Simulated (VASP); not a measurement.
# Au (Cmcm) in VASP: a series of runs

The runs below take Au through single point, relaxation of shape and atoms at fixed volume, with PBEsol.

Program: VASP 6.6.1. These are calculated values, not measurements. Logs are shortened: lines on timing, memory, paths and dates and some standing lists are left out, and cuts for length are marked.

## 1. The cell of the first run

It takes space group Cmcm (No. 63, orthorhombic). Conventional cell: a = 2.883 Å, b = 5.211 Å, c = 4.990 Å, α = 90.00°, β = 90.00°, γ = 90.00°. Au (site symmetry m2m) has 12 Au at 2.88 to 3.04 Å within 3.8 Å.

## 2. Single point, PBEsol (volume scaled by 1.10, then relaxed in part)

INCAR reads:

```
SYSTEM = Au
  PREC = Accurate
  ENCUT = 520
  EDIFF = 1E-6
  ISMEAR = 0
  SIGMA = 0.1
  LREAL = .False.
  LASPH = .True.
  NELM = 100
  ALGO = Fast
  ISIF = 2
  LWAVE = .False.
  LCHARG = .True.
  GGA = PS
  LELF = .True.
  LVHAR = .True.
  NBANDS = 18
```

KPOINTS reads:

```
regular mesh
0
Gamma
  16 16 10
  0 0 0
```

POSCAR reads:

```
Au
1.0
    1.4415012809     -2.6057062022      0.0000000000
    1.4415012809      2.6057062022      0.0000000000
    0.0000000000      0.0000000000      4.9895598599
Au
2
Direct
    0.6659510590      0.3340489410      0.2500000000
    0.3340489410      0.6659510590      0.7500000000
```

Potentials or basis: VASP PAW PBE potentials, release 64 (Au).

Run with:

```bash
> cat potpaw_PBE.64/Au/POTCAR > POTCAR
> mpirun -np 1 vasp_std > vasp.out
```

OUTCAR:

```text
SYSTEM = Au
   PREC = Accurate
   ENCUT = 520
   EDIFF = 1E-6
   ISMEAR = 0
   LREAL = .False.
   LASPH = .True.
   NELM = 100
   ISIF = 2
   GGA = PS

 ion  position               nearest neighbor table
   1  0.666  0.334  0.250-   2 3.01   2 3.01   2 3.01   2 3.01   2 3.04   2 3.04
   2  0.334  0.666  0.750-   1 3.01   1 3.01   1 3.01   1 3.01   1 3.04   1 3.04

  LATTYP: Found a base centered orthorhombic cell.
 ALAT       =     2.8830025618
 B/A-ratio  =     1.8076336364
 C/A-ratio  =     1.7306817295

  Lattice vectors:

 A1 = (   1.4415012809,  -2.6057062022,   0.0000000000)
 A2 = (   1.4415012809,   2.6057062022,   0.0000000000)
 A3 = (   0.0000000000,   0.0000000000,   4.9895598599)

Analysis of symmetry for initial positions (statically):
=====================================================================
 Subroutine PRICEL returns:
 Original cell was already a primitive cell.

 Routine SETGRP: Setting up the symmetry group for a
 base centered orthorhombic supercell.

 Subroutine GETGRP returns: Found  8 space group operations
 (whereof  4 operations were pure point group operations)
 out of a pool of  8 trial point group operations.

The static configuration has the point symmetry C_2h.
 The point group associated with its full space group is D_2h.

Analysis of symmetry for dynamics (positions and initial velocities):
=====================================================================
 Subroutine PRICEL returns:
 Original cell was already a primitive cell.

 Routine SETGRP: Setting up the symmetry group for a
 base centered orthorhombic supercell.

 Subroutine GETGRP returns: Found  8 space group operations
 (whereof  4 operations were pure point group operations)
 out of a pool of  8 trial point group operations.

The dynamic configuration has the point symmetry C_2h.
 The point group associated with its full space group is D_2h.

 Subroutine INISYM returns: Found  8 space group operations
 (whereof  4 operations are pure point group operations),
 and found     1 'primitive' translations

----------------------------------------------------------------------------------------

                                     Primitive cell

  volume of cell :      37.4829

  direct lattice vectors                    reciprocal lattice vectors
     1.441501281 -2.605706202  0.000000000     0.346860601 -0.191886560  0.000000000
     1.441501281  2.605706202  0.000000000     0.346860601  0.191886560  0.000000000
     0.000000000  0.000000000  4.989559860     0.000000000  0.000000000  0.200418479

  length of vectors
     2.977856738  2.977856738  4.989559860     0.396399708  0.396399708  0.200418479

  position of ions in fractional coordinates (direct lattice)
     0.665951059  0.334048941  0.250000000
     0.334048941  0.665951059  0.750000000

  ion indices of the primitive-cell ions
   primitive index   ion index
                 1           1
                 2           2

----------------------------------------------------------------------------------------

 KPOINTS: regular mesh

Automatic generation of k-mesh.
 Grid dimensions read from file:
 generate k-points for:   16   16   10

 Generating k-lattice:

  Cartesian coordinates                     Fractional coordinates (reciprocal lattice)
     0.021678788 -0.011992910  0.000000000     0.062500000  0.000000000  0.000000000
     0.021678788  0.011992910  0.000000000     0.000000000  0.062500000  0.000000000
     0.000000000  0.000000000  0.020041848     0.000000000  0.000000000  0.100000000

  Length of vectors
     0.024774982  0.024774982  0.020041848

  Shift w.r.t. Gamma in fractional coordinates (k-lattice)
     0.000000000  0.000000000  0.000000000

 Subroutine IBZKPT returns following result:
 ===========================================

 Found    438 irreducible k-points:

 Following reciprocal coordinates:
            Coordinates               Weight
  0.000000  0.000000  0.000000      1.000000
  0.062500  0.000000  0.000000      4.000000
  0.125000  0.000000  0.000000      4.000000
  0.187500  0.000000  0.000000      4.000000
  0.250000  0.000000  0.000000      4.000000
  0.312500  0.000000  0.000000      4.000000
[... 16 lines left out ...]
 -0.125000  0.062500  0.000000      4.000000
 -0.062500  0.062500  0.000000      2.000000
 [... further k-points ...]
   k-points           NKPTS =    438   k-points in BZ     NKDIM =    438   number of bands    NBANDS=     18
   number of dos      NEDOS =    301   number of ions     NIONS =      2
   total plane-waves  NPLWV =  23040
   dimension x,y,z NGX =    24 NGY =   24 NGZ =   40
   dimension x,y,z NGXF=    48 NGYF=   48 NGZF=   80
   ions per type =               2
   NGX,Y,Z   is equivalent  to a cutoff of  13.40, 13.40, 13.33 a.u.
   NGXF,Y,Z  is equivalent  to a cutoff of  26.80, 26.80, 26.66 a.u.
 SYSTEM =  Au
   PREC   = accura    normal or accurate (medium, high low for compatibility)
   ISTART =      0    job   : 0-new  1-cont  2-samecut
   ICHARG =      2    charge: 1-file 2-atom 10-const
   ISPIN  =      1    spin polarized calculation?
   LNONCOLLINEAR =      F non collinear calculations
   LSORBIT =      F    spin-orbit coupling
   LASPH  =      T    aspherical Exc in radial PAW
   ENCUT  =  520.0 eV  38.22 Ry    6.18 a.u.   5.54  5.54  9.28*2*pi/ulx,y,z
   NELM   =    100;   NELMIN=  2; NELMDL= -5     # of ELM steps
   EDIFF  = 0.1E-05   stopping-criterion for ELM
   LREAL  =      F    real-space projection
   EDIFFG = 0.1E-04   stopping-criterion for IOM
   NSW    =      0    number of steps for IOM
   IBRION =     -1    ionic relax: 0-MD 1-quasi-New 2-CG
   NFREE  =      0    steps in history (QN), initial steepest desc. (CG)
   ISIF   =      2    stress and relaxation
   ISYM   =      2    0-nonsym 1-usesym 2-fastsym
   POTIM  = 0.5000    time-step for ionic-motion
   TEBEG  =    0.0;   TEEND  =   0.0 temperature during run
   PSTRESS=    0.0 pullay stress
   NELECT =      22.0000    total number of electrons
   NUPDOWN=      -1.0000    fix difference up-down
   EMIN   =  10.00;   EMAX   =-10.00  energy-range for DOS
   EFERMI =   0.00;   METHOD = LEGACY
   ISMEAR =     0;   SIGMA  =   0.10  broadening in eV -4-tet -1-fermi 0-gaus
   EFERMI_NEDOS =   21; number of points for ismear=-14 and -15
   IALGO  =     68    algorithm
   IMIX   =      4    mixing-type and parameters
     AMIX     =   0.40;   BMIX     =  1.00
     AMIX_MAG =   1.60;   BMIX_MAG =  1.00
  volume/ion in A,a.u.               =      18.74       126.47
  Fermi-wavevector in a.u.,A,eV,Ry     =   1.370687  2.590222 25.562376  1.878782
  Thomas-Fermi vector in A             =   2.496451
   LORBIT       =      0    0 simple, 1 ext, 2 COOP (PROOUT), +10 PAW based schemes
   GGA     = PS    functional components
   LHFCALC =     F    Hartree Fock is set to
   AEXX    =    0.0000 exact exchange contribution
   IVDW    =     0    specifies the selected vdW correction
   LEPSILON=     F    determine dielectric tensor
   LRPA    =     F    only Hartree local field effects (RPA)
 non-spin polarized calculation
 RMM-DIIS sequential band-by-band and
 Gauss-broadening in eV      SIGMA  =   0.10
  energy-cutoff  :      520.00
  volume of cell :       37.48
 maximum number of plane-waves:      1034
 NGX is ok and might be reduce to    24
   NGX = 11   NGY = 11   NGZ = 19

 number of electron      22.0000003 magnetization

 Free energy of the ion-electron system (eV)
  ---------------------------------------------------
  ext. energy  EPLUGINS =         0.00000000
  ---------------------------------------------------
  free energy    TOTEN  =        -7.68173715 eV

  energy without entropy =       -7.67909722  energy(sigma->0) =       -7.68041719

 E-fermi :   7.7473     XC(G=0): -12.3256

 val. band max:        7.7227416519   @ k =  -0.1250   0.1250   0.1000
 cond. band min:       7.7647051061   @ k =   0.4375   0.0000   0.5000
 fundamental gap:      0.0419634542
 Fermi energy:         7.7473233115

 k-point     1 :       0.0000    0.0000    0.0000
  band No.  band energies     occupation
      1      -1.1850      2.00000
      2       1.1406      2.00000
      3       3.3536      2.00000
      4       3.4108      2.00000
      5       3.7045      2.00000
      6       3.9137      2.00000
[... 10 lines left out ...]
     17      25.0764      0.00000
     18      25.8935      0.00000

 k-point     2 :       0.0625    0.0000    0.0000
  band No.  band energies     occupation
      1      -1.0662      2.00000
      2       1.2408      2.00000
      3       3.3360      2.00000
      4       3.4991      2.00000
      5       3.7405      2.00000
      6       3.9155      2.00000
[... 10 lines left out ...]
     17      24.6844      0.00000
     18      25.2093      0.00000

 k-point     3 :       0.1250    0.0000    0.0000
  band No.  band energies     occupation
      1      -0.7191      2.00000
      2       1.5190      2.00000
      3       3.2807      2.00000
      4       3.7025      2.00000
      5       3.7814      2.00000
      6       3.9783      2.00000
[... 10 lines left out ...]
     17      23.7942      0.00000
     18      25.4875      0.00000

 k-point     4 :       0.1875    0.0000    0.0000
  band No.  band energies     occupation
      1      -0.1760      2.00000
      2       1.8831      2.00000
      3       3.1936      2.00000
      4       3.6590      2.00000
      5       3.6652      2.00000
      6       4.0341      2.00000
[... 375 lines left out ...]
      4       3.6324      2.00000
      5       3.8138      2.00000
      6       3.9324      2.00000
[... 10 lines left out ...]
     17      24.6161      0.00000
     18      24.8540      0.00000

 k-point    23 :      -0.1250    0.0625    0.0000
  band No.  band energies     occupation
      1      -0.8520      2.00000
      2       1.4053      2.00000
      3       3.2004      2.00000
      4       3.5626      2.00000
      5       3.7278      2.00000
      6       4.0633      2.00000
[... 10 lines left out ...]
     17      24.6941      0.00000
     18      25.2613      0.00000

 k-point    24 :      -0.0625    0.0625    0.0000
  band No.  band energies     occupation
      1      -1.0760      2.00000
      2       1.2270      2.00000
      3       3.2584      2.00000
      4       3.4868      2.00000
      5       3.7014      2.00000
      6       3.9788      2.00000
[... 10 lines left out ...]
     17      25.1322      0.00000
     18      25.2475      0.00000

 [... further k-points ...]
[... 5 lines left out ...]
  --------------------------------------------------------------------------------------
  -------------------------------------------------------------------------------------
  Total       -2.8994785     -2.9227234     -2.9187139      0.0000000      0.0000000      0.0000000
  in kB     -123.9360830   -124.9296675   -124.7582872      0.0000000      0.0000000      0.0000000
  external PRESSURE =    -124.5413459 kB  Pullay stress =       0.0000000 kB

 VOLUME and BASIS-vectors are now :
 -----------------------------------------------------------------------------
  energy-cutoff  :      520.00
  volume of cell :       37.48
      direct lattice vectors                 reciprocal lattice vectors
     1.441501281 -2.605706202  0.000000000     0.346860601 -0.191886560  0.000000000
     1.441501281  2.605706202  0.000000000     0.346860601  0.191886560  0.000000000
     0.000000000  0.000000000  4.989559860     0.000000000  0.000000000  0.200418479

 POSITION                                       TOTAL-FORCE (eV/Angst)
 -----------------------------------------------------------------------------------
      1.44150     -0.86484      1.24739         0.000000     -0.001314     -0.000000
      1.44150      0.86484      3.74217         0.000000      0.001314      0.000000
 -----------------------------------------------------------------------------------
    total drift:                                0.000000     -0.000000     -0.000000

  FREE ENERGIE OF THE ION-ELECTRON SYSTEM (eV)
  ---------------------------------------------------
  free  energy   TOTEN  =        -7.6817371494 eV

  energy  without entropy=       -7.6790972221  energy(sigma->0) =       -7.68041719
```

Wall time 83 s (1 thread of Intel Xeon 6975P-C (Granite Rapids), shared host); peak memory 0.35 GiB.

What came out:

| Quantity | Value |
| --- | --- |
| Free energy | -7.6817 eV |
| Pressure | -12.5 GPa |
| Band gap on the k mesh | zero (band 11 reaches 11.51 eV, above the bottom of band 12 at 5.36 eV) |

Stress tensor (GPa, compression positive):
```
-12.39   0.00   0.00
  0.00 -12.49   0.00
  0.00   0.00 -12.48
```

Levels at points of the mesh, in eV from the Fermi level:
```
           k point  band 8  band 9  band 10  band 11  band 12  band 13  band 14  band 15
(0.00, 0.00, 0.00)   -3.24   -3.12    -2.09    -2.02    -0.79     2.14    14.53    15.44
(0.50, 0.00, 0.00)   -1.91   -1.75    -1.61     0.49     1.57     5.55     6.77     7.04
(0.50, 0.50, 0.00)   -1.83   -1.82    -1.66     0.22     1.14     5.19     6.36     6.67
(0.00, 0.00, 0.50)   -3.88   -2.50    -2.50    -2.38    -2.38     9.80     9.80    14.83
(0.50, 0.00, 0.50)   -2.23   -1.65    -1.65     0.76     0.76     3.68     3.68    12.70
(0.50, 0.50, 0.50)   -2.23   -1.72    -1.72     0.43     0.43     3.18     3.18    12.38
```

Caveat: the PAW data sets were made with another functional, which shifts forces and pressure a little; spin-orbit coupling is left out, which moves the levels of the heavy elements.

(Continued in part 2 of 2.)
